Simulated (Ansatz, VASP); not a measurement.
**One calculation of MnC3, two programs**

```xyz
4
Lattice="3.3683 0.0000 0.0000 0.0000 3.3683 0.0000 0.0000 0.0000 2.5962" Properties=species:S:1:pos:R:3 pbc="T T T"
Mn    0.0000    0.0000    0.0000
C     1.6842    1.6842    0.0000
C     1.6842    0.0000    1.2981
C     0.0000    1.6842    1.2981
```

Change from the starting cell: species swapped into the InPd3 type (P4/mmm, No. 123).

Alike in both runs: functional PBE; k mesh 6 × 6 × 6; occupations gaussian, width 0.1 eV; collinear spin.

Ansatz relaxed the structure, and its values are those at the end. VASP's run is a single point on that final structure, the one shown.

|  | VASP | Ansatz |
| --- | --- | --- |
| version | VASP 6.6.1 | Ansatz 0.2.0 |
| potentials or method | VASP PAW PBE potentials, release 64 (Mn_pv, C), cutoff 520 eV | scalar-relativistic, plane waves, PAW |
| valence electrons in the cell | 25 | 27 |

Ansatz gave:

| Property | Result |
| --- | --- |
| gap on the k mesh at the Fermi level (eV) | none |
| pressure (GPa) | -0.4 |
| net moment per atom (μB) | 0.20 |
| size of the moment on the site where the two differ most (μB) | 0.85 |

Q: Which values does VASP return?

A: gap on the k mesh at the Fermi level (eV): none; pressure (GPa): -1.2; net moment per atom (μB): 0.06; size of the moment on the site where the two differ most (μB): 0.29.

The net moments are unlike, so the other rows may belong to different states. Site moments also hang on the region over which each program counts them. A gap of «none» marks a metal or a gap that the smearing closes. VASP's potentials hold 25 valence electrons a cell and Ansatz's 27, so a difference there can come from the potentials and not from the codes.

The k mesh is coarse, so the values compare programs but aren't converged.
